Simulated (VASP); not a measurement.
Here is a VASP 6.6.1 calculation.

The input POSCAR:

```
AlCo
1.0
    0.0000000000      2.3681885747      2.3681885747
    2.3681885747      0.0000000000      2.3681885747
    2.3681885747      2.3681885747      0.0000000000
Co Al
1 1
Direct
    0.0000000000      0.0000000000      0.0000000000
    0.5000000000      0.5000000000      0.5000000000
```

INCAR.step1

```
SYSTEM = AlCo
PREC = Accurate
ENCUT = 520
ISMEAR = -1
SIGMA = 0.08
LREAL = .False.
LASPH = .True.
NELM = 60
NBANDS = 13
GGA = PE
ALGO = Normal
EDIFF = 1E-4
LWAVE = .True.
LCHARG = .False.
```

INCAR.step2

```
SYSTEM = AlCo
PREC = Accurate
ENCUT = 520
EDIFF = 1E-7
ISMEAR = -1
SIGMA = 0.08
LREAL = .False.
LASPH = .True.
NELM = 60
ALGO = Normal
ISIF = 2
LWAVE = .False.
LCHARG = .True.
METAGGA = R2SCAN
LMIXTAU = .True.
LELF = .True.
LVHAR = .True.
NBANDS = 13
ISTART = 1
```

Contents of KPOINTS:

```
Automatic mesh
0
Gamma
  15 15 15
  0 0 0
```

Potentials or basis: VASP PAW PBE potentials, release 64 (Co, Al).

Run with:

```console
$ cat potpaw_PBE.64/Co/POTCAR potpaw_PBE.64/Al/POTCAR > POTCAR
$ cp INCAR.step1 INCAR
$ mpirun -np 1 vasp_std > vasp.out
$ cp INCAR.step2 INCAR
$ mpirun -np 1 vasp_std > vasp.out
```

Task: What does it give for the pressure?

Result: -0.2 GPa.

Task: What does it give for the band gap on the k mesh?

Result: Zero (bands 6 and 7 overlap by 0.08 eV).

Caveat: the PAW data sets were made with another functional, which shifts forces and pressure a little; the run has no spin polarisation, though such a crystal can be magnetic. Spin polarisation is off, so any magnetic state and its effect on volume and gap are missing.
